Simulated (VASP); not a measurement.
Set up this calculation in VASP 6.6.1, as the native input.

```yaml
Task: single point
Functional: LDA
Potentials_or_basis: VASP PAW LDA potentials, release 64 (Sc_sv, In_d, C)
Cutoff: 520 eV
k_mesh: 5 × 5 × 5
Occupations: fermi-dirac, width 0.01 eV
Spin: no spin polarisation
Dipole_correction: no
Further_INCAR_settings: ALGO = Normal; EDIFF = 1e-07; NBANDS = 33
```

The structure of Sc3InC lies in POSCAR:

```
Sc3InC
1.0
    4.4682380406      0.0000000000      0.0000000000
    0.0000000000      4.4682380406      0.0000000000
    0.0000000000      0.0000000000      4.4682380406
Sc In C
3 1 1
Direct
    0.5000000000      0.0000000000      0.5000000000
    0.0000000000      0.5000000000      0.5000000000
    0.5000000000      0.5000000000      0.0000000000
    0.0000000000      0.0000000000      0.0000000000
    0.5000000000      0.5000000000      0.5000000000
```

The input as run:

INCAR

```
PREC = Accurate ; ENCUT = 520
EDIFF = 1E-7 ; ISMEAR = -1
SIGMA = 0.01 ; LREAL = False
LASPH = True ; NELM = 80
ALGO = Normal ; ISIF = 2
LWAVE = False ; LCHARG = False
NBANDS = 33
```

KPOINTS

```
regular mesh
0
Gamma
  5 5 5
```

Potentials or basis: VASP PAW LDA potentials, release 64 (Sc_sv, In_d, C).

Launch:

```bash
$ cat potpaw_LDA.64/Sc_sv/POTCAR potpaw_LDA.64/In_d/POTCAR potpaw_LDA.64/C/POTCAR > POTCAR
$ mpirun -np 1 vasp_std > vasp.out
```

Results of the run:

| Quantity | Value |
| --- | --- |
| Pressure | -0.5 GPa |
| Band gap on the k mesh | zero (band 25 reaches 5.53 eV, above the bottom of band 26 at 5.51 eV) |

Caveat: spin-orbit coupling is left out, which moves the levels of the heavy elements.

It took 28 s on 1 thread of Intel(R) Xeon(R) Platinum 8375C CPU @ 2.90GHz (Ice Lake), on a shared host, peak memory 0.18 GiB.
